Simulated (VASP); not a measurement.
# Lu (P6/mmm) in VASP: a series of runs

The runs below take Lu through single point, with PBE.

Program: VASP 6.6.1. These are calculated values, not measurements. Logs are shortened: lines on timing, memory, paths and dates and some standing lists are left out, and cuts for length are marked.

### 1 The cell of the first run

Symmetry: P6/mmm, No. 191, hexagonal system. The conventional cell has a = 5.435 Å, b = 5.435 Å, c = 3.410 Å, α = 90.00°, β = 90.00°, γ = 120.00°. Within 4.5 Å of Lu (site symmetry 6/mmm) lie 14 Lu at 3.41 to 3.57 Å. Within 4.1 Å of Lu (site symmetry -6m2) lie 11 Lu at 3.14 to 3.57 Å.

This isn't the form of Lu at room conditions, which is hcp.

### 2 Single point, PBE (29.08 Å³/atom)

Input file INCAR:

```
SYSTEM = Lu
PREC = Accurate ; ENCUT = 520
EDIFF = 1E-6 ; ISMEAR = -1
SIGMA = 0.1 ; LREAL = .FALSE.
LASPH = .TRUE. ; NELM = 100
ALGO = Normal ; ISIF = 2
LWAVE = .FALSE. ; LCHARG = .FALSE.
GGA = PE ; NBANDS = 44
```

Input file KPOINTS:

```
regular mesh
0
G
  8 8 10
  0 0 0
```

Input file POSCAR:

```
Lu
1.0
    5.4349121248      0.0000000000      0.0000000000
   -2.7174560624      4.7067719674      0.0000000000
    0.0000000000      0.0000000000      3.4104725783
Lu
3
Direct
    1.0000000000      1.0000000000      0.0000000000
    0.3333333333      0.6666666667      0.5000000000
    0.6666666667      0.3333333333      0.5000000000
```

Potentials or basis: VASP PAW PBE potentials, release 64 (Lu).

Run with:

```sh
> cat potpaw_PBE.64/Lu/POTCAR > POTCAR
> mpirun -np 1 vasp_std > vasp.out
```

OUTCAR:

```text
SYSTEM = Lu
   PREC = Accurate
   ENCUT = 520
   EDIFF = 1E-6
   ISMEAR = -1
   LREAL = .FALSE.
   LASPH = .TRUE.
   NELM = 100
   ISIF = 2
   GGA = PE

 ion  position               nearest neighbor table
   1  0.000  0.000  0.000-   2 3.57   3 3.57   2 3.57   3 3.57   2 3.57   2 3.57   3 3.57   3 3.57
                             3 3.57   3 3.57   2 3.57   2 3.57
   2  0.333  0.667  0.500-   3 3.14   3 3.14   3 3.14   1 3.57   1 3.57   1 3.57   1 3.57   1 3.57
                             1 3.57
   3  0.667  0.333  0.500-   2 3.14   2 3.14   2 3.14   1 3.57   1 3.57   1 3.57   1 3.57   1 3.57
                             1 3.57

  LATTYP: Found a hexagonal cell.
 ALAT       =     5.4349121248
 C/A-ratio  =     0.6275120002

  Lattice vectors:

 A1 = (   5.4349121248,   0.0000000000,   0.0000000000)
 A2 = (  -2.7174560624,   4.7067719674,   0.0000000000)
 A3 = (   0.0000000000,   0.0000000000,   3.4104725783)

Analysis of symmetry for initial positions (statically):
=====================================================================
 Subroutine PRICEL returns:
 Original cell was already a primitive cell.

 Routine SETGRP: Setting up the symmetry group for a
 hexagonal supercell.

 Subroutine GETGRP returns: Found 24 space group operations
 (whereof 24 operations were pure point group operations)
 out of a pool of 24 trial point group operations.

The static configuration has the point symmetry D_6h.

Analysis of symmetry for dynamics (positions and initial velocities):
=====================================================================
 Subroutine PRICEL returns:
 Original cell was already a primitive cell.

 Routine SETGRP: Setting up the symmetry group for a
 hexagonal supercell.

 Subroutine GETGRP returns: Found 24 space group operations
 (whereof 24 operations were pure point group operations)
 out of a pool of 24 trial point group operations.

The dynamic configuration has the point symmetry D_6h.

 Subroutine INISYM returns: Found 24 space group operations
 (whereof 24 operations are pure point group operations),
 and found     1 'primitive' translations

----------------------------------------------------------------------------------------

                                     Primitive cell

  volume of cell :      87.2429

  direct lattice vectors                    reciprocal lattice vectors
[... 80 lines left out ...]
   PREC   = accura    normal or accurate (medium, high low for compatibility)
   ISTART =      0    job   : 0-new  1-cont  2-samecut
   ICHARG =      2    charge: 1-file 2-atom 10-const
   ISPIN  =      1    spin polarized calculation?
   LNONCOLLINEAR =      F non collinear calculations
   LSORBIT =      F    spin-orbit coupling
   LASPH  =      T    aspherical Exc in radial PAW
   ENCUT  =  520.0 eV  38.22 Ry    6.18 a.u.  10.11 10.11  6.34*2*pi/ulx,y,z
   NELM   =    100;   NELMIN=  2; NELMDL= -5     # of ELM steps
   EDIFF  = 0.1E-05   stopping-criterion for ELM
   LREAL  =      F    real-space projection
   EDIFFG = 0.1E-04   stopping-criterion for IOM
   NSW    =      0    number of steps for IOM
   IBRION =     -1    ionic relax: 0-MD 1-quasi-New 2-CG
   NFREE  =      0    steps in history (QN), initial steepest desc. (CG)
   ISIF   =      2    stress and relaxation
   ISYM   =      2    0-nonsym 1-usesym 2-fastsym
   POTIM  = 0.5000    time-step for ionic-motion
   TEBEG  =    0.0;   TEEND  =   0.0 temperature during run
   PSTRESS=    0.0 pullay stress
   NELECT =      75.0000    total number of electrons
   NUPDOWN=      -1.0000    fix difference up-down
   EMIN   =  10.00;   EMAX   =-10.00  energy-range for DOS
   EFERMI =   0.00;   METHOD = LEGACY
   ISMEAR =    -1;   SIGMA  =   0.10  broadening in eV -4-tet -1-fermi 0-gaus
   EFERMI_NEDOS =   21; number of points for ismear=-14 and -15
   IALGO  =     38    algorithm
   IMIX   =      4    mixing-type and parameters
     AMIX     =   0.40;   BMIX     =  1.00
     AMIX_MAG =   1.60;   BMIX_MAG =  1.00
  volume/ion in A,a.u.               =      29.08       196.25
  Fermi-wavevector in a.u.,A,eV,Ry     =   1.556629  2.941603 32.968201  2.423094
  Thomas-Fermi vector in A             =   2.660397
   LORBIT       =      0    0 simple, 1 ext, 2 COOP (PROOUT), +10 PAW based schemes
   GGA     = PE    functional components
[... 5 lines left out ...]
 non-spin polarized calculation
  energy-cutoff  :      520.00
  volume of cell :       87.24
 maximum number of plane-waves:      2375
   NGX = 21   NGY = 21   NGZ = 13

 number of electron      75.0000017 magnetization

 Free energy of the ion-electron system (eV)
  ---------------------------------------------------
  ext. energy  EPLUGINS =         0.00000000
  ---------------------------------------------------
  free energy    TOTEN  =       -13.37471794 eV

  energy without entropy =      -13.20715743  energy(sigma->0) =      -13.29093769

 E-fermi :   2.1763     XC(G=0): -10.6691

 val. band max:        2.1695765089   @ k =   0.0000   0.0000   0.0000
 cond. band min:       2.1860702276   @ k =   0.2500   0.0000   0.2000
 fundamental gap:      0.0164937187
 Fermi energy:         2.1762565717

 k-point     1 :       0.0000    0.0000    0.0000
  band No.  band energies     occupation
      1     -54.0568      2.00000
      2     -54.0038      2.00000
      3     -53.9189      2.00000
      4     -24.9304      2.00000
      5     -24.9304      2.00000
      6     -24.6856      2.00000
[... 1117 lines left out ...]
     43       4.3008      0.00000
     44       5.2789      0.00000

 [... further k-points ...]

------------------------ aborting loop because EDIFF is reached ----------------------------------------

  FORCE on cell =-STRESS in cart. coord.  units (eV):
  Direction    XX          YY          ZZ          XY          YZ          ZX
  --------------------------------------------------------------------------------------
  -------------------------------------------------------------------------------------
  Total        0.1330505      0.1330505      0.1342050      0.0000000     -0.0000000     -0.0000000
  in kB        2.4434133      2.4434133      2.4646142      0.0000000     -0.0000000     -0.0000000
  external PRESSURE =       2.4504803 kB  Pullay stress =       0.0000000 kB

 VOLUME and BASIS-vectors are now :
 -----------------------------------------------------------------------------
  energy-cutoff  :      520.00
  volume of cell :       87.24
      direct lattice vectors                 reciprocal lattice vectors
     5.434912125  0.000000000  0.000000000     0.183995615  0.106229918  0.000000000
    -2.717456062  4.706771967  0.000000000     0.000000000  0.212459836  0.000000000
     0.000000000  0.000000000  3.410472578     0.000000000  0.000000000  0.293214497

 POSITION                                       TOTAL-FORCE (eV/Angst)
 -----------------------------------------------------------------------------------
      0.00000      0.00000      0.00000         0.000000      0.000000      0.000000
     -0.00000      3.13785      1.70524        -0.000000      0.000000      0.000000
      2.71746      1.56892      1.70524         0.000000      0.000000      0.000000
 -----------------------------------------------------------------------------------
    total drift:                               -0.000000      0.000000      0.000000

  FREE ENERGIE OF THE ION-ELECTRON SYSTEM (eV)
  ---------------------------------------------------
  free  energy   TOTEN  =       -13.3747179437 eV

  energy  without entropy=      -13.2071574344  energy(sigma->0) =      -13.29093769
```

stdout:

```text
POSCAR found type information on POSCAR Lu
 POSCAR found :  1 types and       3 ions
 scaLAPACK will be used
 LDA part: xc-table for (Slater+PW92), standard interpolation
 POSCAR, INCAR and KPOINTS ok, starting setup
 FFT: planning ... GRIDC
 FFT: planning ... GRID_SOFT
 FFT: planning ... GRID
 WAVECAR not read
 entering main loop
```

Wall time 98 s (1 thread of AMD EPYC 9R45 (Zen 5), shared host); peak memory 0.29 GiB.

Results:

```yaml
Free_energy: -13.3747 eV
Pressure: 0.2 GPa
Band_gap_on_the_k_mesh: zero (an odd number of electrons rules out a gap without spin polarisation)
```

Levels at points of the mesh, in eV from the Fermi level:
```
           k point  band 36  band 37  band 38  band 39  band 40  band 41
(0.00, 0.00, 0.00)    -0.01    -0.01     0.04     0.04     0.20     2.12
(0.50, 0.00, 0.00)    -2.29     0.58     0.79     0.82     0.84     1.26
(0.00, 0.00, 0.50)    -1.06    -1.06    -0.63    -0.63     2.03     2.03
(0.50, 0.00, 0.50)    -0.79    -0.25    -0.13    -0.03     0.50     1.70
```

Caveat: spin-orbit coupling is left out, which moves the levels of the heavy elements.

### 3 Single point, PBE (30.24 Å³/atom)

This run uses another cell than the first one, of 30.24 Å³/atom.

Input file INCAR:

```
  PREC = Accurate
  ENCUT = 520
  EDIFF = 1E-6
  ISMEAR = -1
  SIGMA = 0.1
  LREAL = False
  LASPH = True
  NELM = 100
  ALGO = Normal
  ISIF = 2
  LWAVE = False
  LCHARG = False
  GGA = PE
  NBANDS = 44
```

Input file KPOINTS:

```
Automatic mesh
0
Gamma
  8 8 10
```

Input file POSCAR:

```
Lu
1.0
    5.5064323282      0.0000000000      0.0000000000
   -2.7532161641      4.7687102804      0.0000000000
    0.0000000000      0.0000000000      3.4553523642
Lu
3
Direct
    1.0000000000      1.0000000000      0.0000000000
    0.3333333333      0.6666666667      0.5000000000
    0.6666666667      0.3333333333      0.5000000000
```

Potentials or basis: VASP PAW PBE potentials, release 64 (Lu).

Run with:

```sh
> cat potpaw_PBE.64/Lu/POTCAR > POTCAR
> mpirun -np 1 vasp_std > vasp.out
```

Wall time 2 min (1 thread of AMD EPYC 9R45 (Zen 5), shared host); peak memory 0.3 GiB.

It converged, with:

| Quantity | Value |
| --- | --- |
| Free energy | -13.3606 eV |
| Pressure | -1.5 GPa |
| Band gap on the k mesh | zero (an odd number of electrons rules out a gap without spin polarisation) |

Levels at points of the mesh, in eV from the Fermi level:
```tsv
k point	band 36	band 37	band 38	band 39	band 40	band 41
(0.00, 0.00, 0.00)	-0.03	-0.03	0.01	0.01	0.16	2.05
(0.50, 0.00, 0.00)	-2.23	0.58	0.71	0.79	0.85	1.24
(0.00, 0.00, 0.50)	-0.97	-0.97	-0.58	-0.58	1.97	1.97
(0.50, 0.00, 0.50)	-0.73	-0.28	-0.09	-0.07	0.42	1.69
```

Caveat: spin-orbit coupling is left out, which moves the levels of the heavy elements.

### 4 Single point, PBE (31.41 Å³/atom)

This run uses another cell than the first one, of 31.41 Å³/atom.

Input file INCAR:

```
SYSTEM = Lu
PREC     = Accurate       ! precision mode
ENCUT    = 520            ! plane-wave cutoff, eV
EDIFF    = 1E-7           ! SCF threshold, eV
ISMEAR   = -1             ! smearing method
SIGMA    = 0.1            ! smearing width, eV
LREAL    = .FALSE.        ! projectors in reciprocal space
LASPH    = .TRUE.         ! aspherical terms in the spheres
NELM     = 100            ! most SCF steps
ALGO     = Normal         ! electronic algorithm
ISIF     = 2              ! what is computed and relaxed
LWAVE    = .FALSE.        ! write WAVECAR
LCHARG   = .FALSE.        ! write CHGCAR
GGA      = PE             ! functional
NBANDS   = 44             ! bands
```

Input file KPOINTS:

```
Automatic mesh
0
G
  8 8 10
  0 0 0
```

Input file POSCAR:

```
Lu
1.0
    5.5761414034      0.0000000000      0.0000000000
   -2.7880707017      4.8290801105      0.0000000000
    0.0000000000      0.0000000000      3.4990956455
Lu
3
Direct
    1.0000000000      1.0000000000      0.0000000000
    0.3333333333      0.6666666667      0.5000000000
    0.6666666667      0.3333333333      0.5000000000
```

Run with:

```sh
> cat potpaw_PBE.64/Lu/POTCAR > POTCAR
> mpirun -np 1 vasp_std > vasp.out
```

It took 2.3 min on 1 thread of AMD EPYC 9R45 (Zen 5), shared host; peak memory 0.32 GiB.

Results (log left out):

```
Free energy            : -13.3139 eV
Pressure               : -2.8 GPa
Band gap on the k mesh : zero (an odd number of electrons rules out a gap without spin polarisation)
```

Levels at points of the mesh, in eV from the Fermi level:
```csv
k point,band 34,band 35,band 36,band 37,band 38,band 39,band 40,band 41,band 42,band 43
"(0.00, 0.00, 0.00)",-4.97,-0.98,-0.05,-0.05,-0.01,-0.01,0.13,1.98,2.81,2.81
"(0.50, 0.00, 0.00)",-3.71,-3.70,-2.18,0.53,0.65,0.79,0.85,1.22,1.75,2.28
"(0.00, 0.00, 0.50)",-2.67,-1.79,-0.89,-0.89,-0.53,-0.53,1.92,1.92,2.24,2.24
"(0.50, 0.00, 0.50)",-1.94,-1.87,-0.68,-0.31,-0.12,-0.06,0.35,1.67,1.71,1.93
```

Caveat: spin-orbit coupling is left out, which moves the levels of the heavy elements.

### 5 Overview

| cell | gap on the mesh (eV) | pressure (GPa) |
| --- | --- | --- |
| a = 5.435, b = 5.435, c = 3.410 Å, angles 90.0, 90.0, 120.0°, 3 atoms | none | 0.2 |
| a = 5.506, b = 5.506, c = 3.455 Å, angles 90.0, 90.0, 120.0°, 3 atoms | none | -1.5 |
| a = 5.576, b = 5.576, c = 3.499 Å, angles 90.0, 90.0, 120.0°, 3 atoms | none | -2.8 |

Alike in all rows: task single point; level PBE; potentials or basis VASP PAW PBE potentials, release 64 (Lu); no spin polarisation; k mesh 8 × 8 × 10; cutoff (eV) 520; smearing fermi-dirac 0.1 eV.

Caveats: spin-orbit coupling is left out, which moves the levels of the heavy elements.

Total energies depend on the potentials used, so only differences within one code and one set of settings carry meaning.
